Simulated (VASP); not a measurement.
# Cr (P6_3/mmc) in VASP: a series of runs

Cr is run at these levels: PBE; tasks: single point.

All numbers are computed with VASP 6.6.1; they aren't measurements. Logs are shortened: lines on timing, memory, paths and dates and some standing lists are left out, and cuts for length are marked.

## Step 1: The cell of the first run

Symmetry: P6_3/mmc, No. 194, hexagonal system. The conventional cell has a = 2.484 Å, b = 2.484 Å, c = 4.445 Å, α = 90.00°, β = 90.00°, γ = 120.00°. Within 3.3 Å of Cr (site symmetry -6m2) lie 12 Cr at 2.48 to 2.65 Å.

This isn't the form of Cr at room conditions, which is bcc.

## Step 2: Single point, PBE, collinear spin, ferromagnetic start

INCAR reads:

```
ALGO = Normal
EDIFF = 1E-6
ENCUT = 520
GGA = PE
ISIF = 2
ISMEAR = -1
ISPIN = 2
LASPH = True
LCHARG = False
LMAXMIX = 4
LORBIT = 11
LREAL = False
LWAVE = False
MAGMOM = 2 2
NBANDS = 23
NELM = 150
PREC = Accurate
SIGMA = 0.08
```

KPOINTS reads:

```
k-points
0
Gamma
  17 17 9
```

POSCAR reads:

```
Cr
1.0
    2.4843498313      0.0000000000      0.0000000000
   -1.2421749157      2.1515100658      0.0000000000
    0.0000000000      0.0000000000      4.4449797533
Cr
2
Direct
    0.3333333333      0.6666666667      0.2500000000
    0.6666666667      0.3333333333      0.7500000000
```

Potentials or basis: VASP PAW PBE potentials, release 64 (Cr_pv).

Started as:

```sh
cat potpaw_PBE.64/Cr_pv/POTCAR > POTCAR
mpirun -np 1 vasp_std > vasp.out
```

OUTCAR:

```text
EDIFF = 1E-6
   ENCUT = 520
   GGA = PE
   ISIF = 2
   ISMEAR = -1
   ISPIN = 2
   LASPH = True
   LORBIT = 11
   LREAL = False
   NELM = 150
   PREC = Accurate

 ion  position               nearest neighbor table
   1  0.333  0.667  0.250-   2 2.65   2 2.65   2 2.65   2 2.65   2 2.65   2 2.65
   2  0.667  0.333  0.750-   1 2.65   1 2.65   1 2.65   1 2.65   1 2.65   1 2.65

  LATTYP: Found a hexagonal cell.
 ALAT       =     2.4843498313
 C/A-ratio  =     1.7891923663

  Lattice vectors:

 A1 = (   2.4843498313,   0.0000000000,   0.0000000000)
 A2 = (  -1.2421749157,   2.1515100658,   0.0000000000)
 A3 = (   0.0000000000,   0.0000000000,   4.4449797533)

Analysis of symmetry for initial positions (statically):
=====================================================================
 Subroutine PRICEL returns:
 Original cell was already a primitive cell.

 Routine SETGRP: Setting up the symmetry group for a
 hexagonal supercell.

 Subroutine GETGRP returns: Found 24 space group operations
 (whereof 12 operations were pure point group operations)
 out of a pool of 24 trial point group operations.

The static configuration has the point symmetry D_3d.
 The point group associated with its full space group is D_6h.

Analysis of symmetry for dynamics (positions and initial velocities):
=====================================================================
 Subroutine PRICEL returns:
 Original cell was already a primitive cell.

 Routine SETGRP: Setting up the symmetry group for a
 hexagonal supercell.

 Subroutine GETGRP returns: Found 24 space group operations
 (whereof 12 operations were pure point group operations)
 out of a pool of 24 trial point group operations.

The dynamic configuration has the point symmetry D_3d.
 The point group associated with its full space group is D_6h.

Analysis of structural, dynamic, and magnetic symmetry:
=====================================================================
 Subroutine PRICEL returns:
 Original cell was already a primitive cell.

 Routine SETGRP: Setting up the symmetry group for a
 hexagonal supercell.

 Subroutine GETGRP returns: Found 24 space group operations
 (whereof 12 operations were pure point group operations)
 out of a pool of 24 trial point group operations.

The overall configuration has the point symmetry D_3d.
 The point group associated with its full space group is D_6h.

 Subroutine INISYM returns: Found 24 space group operations
 (whereof 12 operations are pure point group operations),
 and found     1 'primitive' translations

----------------------------------------------------------------------------------------

                                     Primitive cell

  volume of cell :      23.7589

  direct lattice vectors                    reciprocal lattice vectors
     2.484349831  0.000000000  0.000000000     0.402519801  0.232394916  0.000000000
    -1.242174916  2.151510066  0.000000000     0.000000000  0.464789831  0.000000000
     0.000000000  0.000000000  4.444979753     0.000000000  0.000000000  0.224972903

  length of vectors
     2.484349831  2.484349831  4.444979753     0.464789831  0.464789831  0.224972903

  position of ions in fractional coordinates (direct lattice)
     0.333333333  0.666666667  0.250000000
     0.666666667  0.333333333  0.750000000

  ion indices of the primitive-cell ions
   primitive index   ion index
                 1           1
                 2           2

----------------------------------------------------------------------------------------

 KPOINTS: k-points

Automatic generation of k-mesh.
 Grid dimensions read from file:
 generate k-points for:   17   17    9

 Generating k-lattice:

  Cartesian coordinates                     Fractional coordinates (reciprocal lattice)
     0.023677635  0.013670289  0.000000000     0.058823529  0.000000000  0.000000000
     0.000000000  0.027340578  0.000000000     0.000000000  0.058823529  0.000000000
     0.000000000  0.000000000  0.024996989     0.000000000  0.000000000  0.111111111

  Length of vectors
     0.027340578  0.027340578  0.024996989

  Shift w.r.t. Gamma in fractional coordinates (k-lattice)
     0.000000000  0.000000000  0.000000000

 Subroutine IBZKPT returns following result:
 ===========================================

 Found    165 irreducible k-points:

 Following reciprocal coordinates:
            Coordinates               Weight
  0.000000  0.000000  0.000000      1.000000
  0.058824 -0.000000  0.000000      6.000000
  0.117647 -0.000000  0.000000      6.000000
  0.176471 -0.000000  0.000000      6.000000
  0.235294 -0.000000  0.000000      6.000000
  0.294118  0.000000  0.000000      6.000000
[... 16 lines left out ...]
  0.411765  0.117647  0.000000     12.000000
  0.176471  0.176471  0.000000      6.000000
 [... further k-points ...]
   k-points           NKPTS =    165   k-points in BZ     NKDIM =    165   number of bands    NBANDS=     23
   number of dos      NEDOS =    301   number of ions     NIONS =      2
   total plane-waves  NPLWV =  11664
   dimension x,y,z NGX =    18 NGY =   18 NGZ =   36
   dimension x,y,z NGXF=    36 NGYF=   36 NGZF=   72
   ions per type =               2
   NGX,Y,Z   is equivalent  to a cutoff of  12.05, 12.05, 13.46 a.u.
   NGXF,Y,Z  is equivalent  to a cutoff of  24.09, 24.09, 26.93 a.u.
 SYSTEM =  unknown system
   PREC   = accura    normal or accurate (medium, high low for compatibility)
   ISTART =      0    job   : 0-new  1-cont  2-samecut
   ICHARG =      2    charge: 1-file 2-atom 10-const
   ISPIN  =      2    spin polarized calculation?
   LNONCOLLINEAR =      F non collinear calculations
   LSORBIT =      F    spin-orbit coupling
   LASPH  =      T    aspherical Exc in radial PAW
   ENCUT  =  520.0 eV  38.22 Ry    6.18 a.u.   4.62  4.62  8.26*2*pi/ulx,y,z
   NELM   =    150;   NELMIN=  2; NELMDL= -5     # of ELM steps
   EDIFF  = 0.1E-05   stopping-criterion for ELM
   LREAL  =      F    real-space projection
   EDIFFG = 0.1E-04   stopping-criterion for IOM
   NSW    =      0    number of steps for IOM
   IBRION =     -1    ionic relax: 0-MD 1-quasi-New 2-CG
   NFREE  =      0    steps in history (QN), initial steepest desc. (CG)
   ISIF   =      2    stress and relaxation
   ISYM   =      2    0-nonsym 1-usesym 2-fastsym
   POTIM  = 0.5000    time-step for ionic-motion
   TEBEG  =    0.0;   TEEND  =   0.0 temperature during run
   PSTRESS=    0.0 pullay stress
   NELECT =      24.0000    total number of electrons
   NUPDOWN=      -1.0000    fix difference up-down
   EMIN   =  10.00;   EMAX   =-10.00  energy-range for DOS
   EFERMI =   0.00;   METHOD = LEGACY
   ISMEAR =    -1;   SIGMA  =   0.08  broadening in eV -4-tet -1-fermi 0-gaus
   EFERMI_NEDOS =   21; number of points for ismear=-14 and -15
   IALGO  =     38    algorithm
   IMIX   =      4    mixing-type and parameters
     AMIX     =   0.40;   BMIX     =  1.00
     AMIX_MAG =   1.60;   BMIX_MAG =  1.00
  volume/ion in A,a.u.               =      11.88        80.17
  Fermi-wavevector in a.u.,A,eV,Ry     =   1.642618  3.104098 36.711161  2.698194
  Thomas-Fermi vector in A             =   2.732890
   LORBIT       =     11    0 simple, 1 ext, 2 COOP (PROOUT), +10 PAW based schemes
   GGA     = PE    functional components
   LHFCALC =     F    Hartree Fock is set to
   AEXX    =    0.0000 exact exchange contribution
   IVDW    =     0    specifies the selected vdW correction
   LEPSILON=     F    determine dielectric tensor
   LRPA    =     F    only Hartree local field effects (RPA)
 spin polarized calculation
  energy-cutoff  :      520.00
  volume of cell :       23.76
 maximum number of plane-waves:       665
   NGX =  9   NGY =  9   NGZ = 17

 number of electron      23.9999996 magnetization       0.0067595

 number of electron      23.9999996 magnetization      -0.0000376

 Free energy of the ion-electron system (eV)
  ---------------------------------------------------
  ext. energy  EPLUGINS =         0.00000000
  ---------------------------------------------------
  free energy    TOTEN  =       -18.25765648 eV

  energy without entropy =      -18.19180856  energy(sigma->0) =      -18.22473252

 E-fermi :  10.4214     XC(G=0): -13.4883

 val. band max:       10.4165349210   @ k =   0.1176  -0.0000   0.0000
 cond. band min:      10.4225167548   @ k =   0.1765   0.1176   0.0000
 fundamental gap:      0.0059818338
 Fermi energy:        10.4214247713

 spin component 1

 k-point     1 :       0.0000    0.0000    0.0000
  band No.  band energies     occupation
      1     -32.8370      1.00000
      2     -32.1667      1.00000
      3     -32.0060      1.00000
      4     -32.0060      1.00000
      5     -31.9420      1.00000
      6     -31.9420      1.00000
[... 15 lines left out ...]
     22      30.3955      0.00000
     23      30.5900      0.00000

 k-point     2 :       0.0588   -0.0000    0.0000
  band No.  band energies     occupation
      1     -32.8274      1.00000
      2     -32.1676      1.00000
      3     -32.0350      1.00000
      4     -32.0138      1.00000
      5     -31.9717      1.00000
      6     -31.9473      1.00000
[... 15 lines left out ...]
     22      30.4866      0.00000
     23      30.5619      0.00000

 k-point     3 :       0.1176   -0.0000    0.0000
  band No.  band energies     occupation
      1     -32.7996      1.00000
      2     -32.1704      1.00000
      3     -32.1183      1.00000
      4     -32.0558      1.00000
      5     -32.0361      1.00000
      6     -31.9627      1.00000
[... 15 lines left out ...]
     22      29.8046      0.00000
     23      31.0163      0.00000
[... 495 lines left out ...]
 k-point    23 :       0.4118    0.1176    0.0000
  band No.  band energies     occupation
      1     -32.8179      1.00000
      2     -32.7252      1.00000
      3     -32.4646      1.00000
      4     -32.2916      1.00000
      5     -32.2736      1.00000
      6     -32.1786      1.00000
[... 15 lines left out ...]
     22      22.2880      0.00000
     23      24.3557      0.00000

 k-point    24 :       0.1765    0.1765    0.0000
  band No.  band energies     occupation
      1     -32.6231      1.00000
      2     -32.5057      1.00000
      3     -32.5023      1.00000
      4     -32.2053      1.00000
      5     -32.1866      1.00000
      6     -32.1180      1.00000
[... 15 lines left out ...]
     22      24.9551      0.00000
     23      25.5580      0.00000

 [... further k-points ...]

 spin component 2

 k-point     1 :       0.0000    0.0000    0.0000
  band No.  band energies     occupation
      1     -32.8370      1.00000
      2     -32.1668      1.00000
      3     -32.0060      1.00000
      4     -32.0060      1.00000
      5     -31.9421      1.00000
      6     -31.9421      1.00000
[... 15 lines left out ...]
     22      30.3955      0.00000
     23      30.5902      0.00000

 k-point     2 :       0.0588   -0.0000    0.0000
  band No.  band energies     occupation
      1     -32.8275      1.00000
      2     -32.1676      1.00000
      3     -32.0351      1.00000
      4     -32.0139      1.00000
      5     -31.9718      1.00000
      6     -31.9474      1.00000
[... 15 lines left out ...]
     22      30.4868      0.00000
     23      30.5620      0.00000

 k-point     3 :       0.1176   -0.0000    0.0000
  band No.  band energies     occupation
      1     -32.7997      1.00000
      2     -32.1705      1.00000
      3     -32.1183      1.00000
      4     -32.0559      1.00000
      5     -32.0362      1.00000
      6     -31.9628      1.00000
[... 15 lines left out ...]
     22      29.8047      0.00000
     23      31.0163      0.00000
[... 495 lines left out ...]
 k-point    23 :       0.4118    0.1176    0.0000
  band No.  band energies     occupation
      1     -32.8180      1.00000
      2     -32.7253      1.00000
      3     -32.4647      1.00000
      4     -32.2917      1.00000
      5     -32.2736      1.00000
      6     -32.1786      1.00000
[... 15 lines left out ...]
     22      22.2879      0.00000
     23      24.3557      0.00000

 k-point    24 :       0.1765    0.1765    0.0000
  band No.  band energies     occupation
      1     -32.6232      1.00000
      2     -32.5058      1.00000
      3     -32.5023      1.00000
      4     -32.2054      1.00000
      5     -32.1867      1.00000
      6     -32.1181      1.00000
[... 15 lines left out ...]
     22      24.9551      0.00000
     23      25.5580      0.00000

 [... further k-points ...]
[... 5 lines left out ...]
  --------------------------------------------------------------------------------------
  -------------------------------------------------------------------------------------
  Total        0.0552437      0.0552437      0.0583083     -0.0000000      0.0000000      0.0000000
  in kB        3.7253548      3.7253548      3.9320140     -0.0000000      0.0000000      0.0000000
  external PRESSURE =       3.7942412 kB  Pullay stress =       0.0000000 kB

 VOLUME and BASIS-vectors are now :
 -----------------------------------------------------------------------------
  energy-cutoff  :      520.00
  volume of cell :       23.76
      direct lattice vectors                 reciprocal lattice vectors
     2.484349831  0.000000000  0.000000000     0.402519801  0.232394916  0.000000000
    -1.242174916  2.151510066  0.000000000     0.000000000  0.464789831  0.000000000
     0.000000000  0.000000000  4.444979753     0.000000000  0.000000000  0.224972903

 POSITION                                       TOTAL-FORCE (eV/Angst)
 -----------------------------------------------------------------------------------
     -0.00000      1.43434      1.11124         0.000000     -0.000000      0.000000
      1.24217      0.71717      3.33373        -0.000000      0.000000      0.000000
 -----------------------------------------------------------------------------------
    total drift:                                0.000000     -0.000000      0.000000

  FREE ENERGIE OF THE ION-ELECTRON SYSTEM (eV)
  ---------------------------------------------------
  free  energy   TOTEN  =       -18.2576564794 eV

  energy  without entropy=      -18.1918085558  energy(sigma->0) =      -18.22473252

 total charge

# of ion       s       p       d       tot
------------------------------------------
    1        0.442   6.373   4.214  11.028
    2        0.442   6.373   4.214  11.028
--------------------------------------------------
tot          0.884  12.745   8.428  22.057

 magnetization (x)

# of ion       s       p       d       tot
------------------------------------------
    1       -0.000   0.000  -0.000  -0.000
    2       -0.000   0.000  -0.000  -0.000
--------------------------------------------------
tot         -0.000   0.000  -0.000  -0.000
```

It took 3.6 min on 1 thread of Intel Xeon 8259CL, shared host; peak memory 0.24 GiB.

What came out:

- Free energy: -18.2577 eV
- Pressure: 0.4 GPa
- Band gap on the k mesh: zero (filled and empty bands overlap)
- Net moment: 0.00 μB per cell
- Valence electrons inside the program's atomic spheres: Cr 11.03

Levels at points of the mesh, in eV from the Fermi level:
Spin up:
| k point | band 10 | band 11 | band 12 | band 13 | band 14 | band 15 |
| --- | --- | --- | --- | --- | --- | --- |
| (0.00, 0.00, 0.00) | -0.35 | -0.35 | -0.25 | -0.02 | -0.02 | 1.07 |
Spin down:
| k point | band 10 | band 11 | band 12 | band 13 | band 14 | band 15 |
| --- | --- | --- | --- | --- | --- | --- |
| (0.00, 0.00, 0.00) | -0.35 | -0.35 | -0.25 | -0.02 | -0.02 | 1.07 |

Caveat: an empty level that is flat over the whole mesh can mark a ghost state of the potentials, or a narrow d or f band.

[end of part 1 of 2]
